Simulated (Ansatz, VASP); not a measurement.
# Two plane-wave programs on Si

```
Si
1.0
    -3.21849    3.21849    1.86055
     3.21849   -3.21849    1.86055
     3.21849    3.21849   -1.86055
Si
4
Direct
  0.15684 0.15684 0.35769
  0.79914 0.79914 0.64231
  0.20086 0.84316 0.00000
  0.84316 0.20086 0.00000
```

Change from the starting cell: mode 4 frozen in at -0.084 Å, equal normal strain along x, y and z -0.0250.

Alike in both runs: task single point; functional LDA; k mesh 10 × 10 × 10; occupations gaussian, width 0.03 eV; no spin polarisation.

```csv
,VASP,Ansatz
version,VASP 6.6.1,Ansatz 0.2.0
potentials or method,"VASP PAW LDA potentials, release 64 (Si), cutoff 520 eV","scalar-relativistic, plane waves, PAW"
valence electrons in the cell,16,16
```

```tsv
	VASP	Ansatz	Ansatz less VASP
gap on the k mesh at the Fermi level (eV)	none	none	-
pressure (GPa)	7.6	7.6	-0.06
traceless stress, the component that is largest in VASP (GPa)	0.61	0.62	+0.008
rms of the force components (eV/Å)	0.062	0.062	0.0000
```

Ansatz warns that its potentials were made for another functional, while VASP's fit it. LDA's correlation is that of Perdew and Zunger in VASP and of Perdew and Wang (1992) in Ansatz. Atom by atom the forces differ by 0.002 eV/Å (rms over components). A gap of «none» marks a metal or a gap that the smearing closes.
